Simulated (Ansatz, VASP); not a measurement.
# Mo: VASP beside Ansatz

File INCAR:

```
PREC = Accurate ; ENCUT = 520
EDIFF = 1E-6 ; ISMEAR = 0
SIGMA = 0.15 ; LREAL = False
LASPH = True ; NELM = 100
ALGO = Fast ; ISIF = 2
LWAVE = False ; LCHARG = False
GGA = PE ; NBANDS = 13
```

The input KPOINTS:

```
Automatic mesh
0
Gamma
  30 30 30
```

POSCAR

```
Mo
1.0
   -1.4078863421      1.4078863421      1.9907512877
    1.4078863421     -1.4078863421      1.9907512877
    1.4078863421      1.4078863421     -1.9907512877
Mo
1
Direct
    0.0000000000      0.0000000000      0.0000000000
```

Input for Ansatz:

```yaml
crystal:
  lattice:
    - [-1.4078863421, 1.4078863421, 1.9907512877]
    - [1.4078863421, -1.4078863421, 1.9907512877]
    - [1.4078863421, 1.4078863421, -1.9907512877]
  atoms:
    - { symbol: Mo, position: [0.0, 0.0, 0.0] }
basis:
  ecutwfc: 420
kpoints:
  mp_grid: { grid: [30, 30, 30] }
hamiltonian:
  xc: pbe
scf:
  occupations: { method: gaussian, width: 0.15 }
output:
  forces: true
  stress: true
  eigenvalues: true
```

Alike in both runs: task single point; functional PBE; k mesh 30 × 30 × 30; occupations gaussian, width 0.15 eV; no spin polarisation.

|  | VASP | Ansatz |
| --- | --- | --- |
| version | VASP 6.6.1 | Ansatz 0.2.0 |
| potentials or method | VASP PAW PBE potentials, release 64 (Mo_sv), cutoff 520 eV | scalar-relativistic, plane waves, PAW |
| valence electrons in the cell | 14 | 14 |

|  | VASP | Ansatz | Ansatz less VASP |
| --- | --- | --- | --- |
| gap on the k mesh at the Fermi level (eV) | none | none | - |
| pressure (GPa) | 4.3 | 3.8 | -0.51 |

A gap of «none» marks a metal or a gap that the smearing closes. With one functional, cell and mesh, what is left measures potentials, basis and numerics.
